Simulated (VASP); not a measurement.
# BaS (I4/mmm) in VASP: further runs, part 2 of 2

VASP 6.6.1.

### Step 3. Single point, r2SCAN (strain +0.040 along x and y, +0.080 along z)

The input, POSCAR:

```
BaS
1.0
    0.0000000000      3.3215000000      3.4492500000
    3.3215000000      0.0000000000      3.4492500000
    3.3215000000      3.3215000000      0.0000000000
Ba S
1 1
Direct
    0.0000000000      0.0000000000      0.0000000000
    0.5000000000      0.5000000000      0.5000000000
```

The input, INCAR.step1:

```
PREC     = Accurate       # precision mode
ENCUT    = 520            # plane-wave cutoff, eV
ISMEAR   = 0              # smearing method
SIGMA    = 0.05           # smearing width, eV
LREAL    = False          # projectors in reciprocal space
LASPH    = True           # aspherical terms in the spheres
NELM     = 100            # most SCF steps
NBANDS   = 15             # bands
GGA      = PE             # functional
ALGO     = Normal         # electronic algorithm
EDIFF    = 1E-4           # SCF threshold, eV
LWAVE    = True           # write WAVECAR
LCHARG   = False          # write CHGCAR
```

The input, INCAR.step2:

```
PREC     = Accurate       # precision mode
ENCUT    = 520            # plane-wave cutoff, eV
EDIFF    = 1E-7           # SCF threshold, eV
ISMEAR   = 0              # smearing method
SIGMA    = 0.05           # smearing width, eV
LREAL    = False          # projectors in reciprocal space
LASPH    = True           # aspherical terms in the spheres
NELM     = 100            # most SCF steps
ALGO     = Normal         # electronic algorithm
ISIF     = 2              # what is computed and relaxed
LWAVE    = False          # write WAVECAR
LCHARG   = False          # write CHGCAR
METAGGA  = R2SCAN         # meta-GGA
LMIXTAU  = True         
NBANDS   = 15             # bands
ISTART   = 1
```

The input, KPOINTS:

```
regular mesh
0
Gamma
  6 6 6
```

Potentials or basis: VASP PAW PBE potentials, release 64 (Ba_sv, S).

Launch:

```sh
$ cat potpaw_PBE.64/Ba_sv/POTCAR potpaw_PBE.64/S/POTCAR > POTCAR
$ cp INCAR.step1 INCAR
$ mpirun -np 1 vasp_std > vasp.out
$ cp INCAR.step2 INCAR
$ mpirun -np 1 vasp_std > vasp.out
```

OUTCAR:

```text
PREC = Accurate
   ENCUT = 520
   EDIFF = 1E-7
   ISMEAR = 0
   LREAL = False
   LASPH = True
   NELM = 100
   ISIF = 2
   METAGGA = R2SCAN
   ISTART = 1

 ion  position               nearest neighbor table
   1  0.000  0.000  0.000-   2 3.32   2 3.32   2 3.32   2 3.32   2 3.45   2 3.45
   2  0.500  0.500  0.500-   1 3.32   1 3.32   1 3.32   1 3.32   1 3.45   1 3.45

  LATTYP: Found a body centered tetragonal cell.
 ALAT       =     4.6973103474
 C/A-ratio  =     1.4686063917

  Lattice vectors:
[... 619 lines left out ...]

------------------------ aborting loop because EDIFF is reached ----------------------------------------

  FORCE on cell =-STRESS in cart. coord.  units (eV):
  Direction    XX          YY          ZZ          XY          YZ          ZX
  --------------------------------------------------------------------------------------
  -------------------------------------------------------------------------------------
  Total       -1.7270321     -1.7270321     -2.3691310      0.0000000      0.0000000      0.0000000
  in kB      -36.3569807    -36.3569807    -49.8742617      0.0000000      0.0000000      0.0000000
  external PRESSURE =     -40.8627410 kB  Pullay stress =       0.0000000 kB

 VOLUME and BASIS-vectors are now :
 -----------------------------------------------------------------------------
  energy-cutoff  :      520.00
  volume of cell :       76.11
      direct lattice vectors                 reciprocal lattice vectors
     0.000000000  3.321500000  3.449250000    -0.150534397  0.150534397  0.144959049
     3.321500000  0.000000000  3.449250000     0.150534397 -0.150534397  0.144959049
     3.321500000  3.321500000  0.000000000     0.150534397  0.150534397 -0.144959049

 POSITION                                       TOTAL-FORCE (eV/Angst)
 -----------------------------------------------------------------------------------
      0.00000      0.00000      0.00000        -0.000000     -0.000000      0.000000
      3.32150      3.32150      3.44925         0.000000      0.000000      0.000000
 -----------------------------------------------------------------------------------
    total drift:                                0.000000      0.000000      0.000000

  FREE ENERGIE OF THE ION-ELECTRON SYSTEM (eV)
  ---------------------------------------------------
  free  energy   TOTEN  =       -39.0677145006 eV

  energy  without entropy=      -39.0677145006  energy(sigma->0) =      -39.06771450
```

OUTCAR.step1:

```text
PREC = Accurate
   ENCUT = 520
   ISMEAR = 0
   LREAL = False
   LASPH = True
[... 654 lines left out ...]
      0.00000      0.00000      0.00000        -0.000000     -0.000000      0.000000
      3.32150      3.32150      3.44925         0.000000      0.000000     -0.000000
 -----------------------------------------------------------------------------------
    total drift:                                0.000000      0.000000      0.000000

  FREE ENERGIE OF THE ION-ELECTRON SYSTEM (eV)
  ---------------------------------------------------
  free  energy   TOTEN  =       -10.0687388007 eV

  energy  without entropy=      -10.0687388007  energy(sigma->0) =      -10.06873880
```

OSZICAR.step1:

```text
N       E                     dE             d eps       ncg     rms          rms(c)
DAV:   1     0.878368086524E+02    0.87837E+02   -0.65577E+03   900   0.907E+02
DAV:   2    -0.481674826119E+01   -0.92654E+02   -0.83938E+02  1232   0.165E+02
DAV:   3    -0.104971127570E+02   -0.56804E+01   -0.56419E+01  1226   0.438E+01
DAV:   4    -0.106315570966E+02   -0.13444E+00   -0.13441E+00  1192   0.678E+00
DAV:   5    -0.106341253405E+02   -0.25682E-02   -0.25682E-02  1251   0.763E-01    0.416E+00
DAV:   6    -0.100447654472E+02    0.58936E+00   -0.83763E-01  1047   0.533E+00    0.274E+00
DAV:   7    -0.100501401842E+02   -0.53747E-02   -0.19776E-01  1111   0.241E+00    0.198E+00
DAV:   8    -0.100661482968E+02   -0.16008E-01   -0.28872E-02   991   0.116E+00    0.230E-01
DAV:   9    -0.100674915043E+02   -0.13432E-02   -0.42564E-03  1152   0.457E-01    0.262E-01
DAV:  10    -0.100685452850E+02   -0.10538E-02   -0.13068E-03   935   0.211E-01    0.520E-02
DAV:  11    -0.100687303154E+02   -0.18503E-03   -0.22308E-04  1102   0.862E-02    0.247E-02
DAV:  12    -0.100687388007E+02   -0.84853E-05   -0.13809E-05   625   0.232E-02
   1 F= -.10068739E+02 E0= -.10068739E+02  d E =-.648282E-13
```

Run time: 2.3 min. Hardware: 1 thread of Intel Xeon 6975P-C, shared host; peak memory 0.23 GiB.

What came out:

* Free energy: -39.0677 eV
* Pressure: -4.1 GPa
* Band gap on the k mesh: 2.63 eV, indirect (least direct gap 2.83 eV)

Stress tensor (GPa, compression positive):
```
-3.64  0.00  0.00
 0.00 -3.64  0.00
 0.00  0.00 -4.99
```

Caveat: the cell differs from its parent crystal (strain +0.040 along x and y, +0.080 along z); the PAW data sets were made with another functional, which shifts forces and pressure a little; spin-orbit coupling is left out, which moves the levels of the heavy elements. A k mesh can miss the band edges.
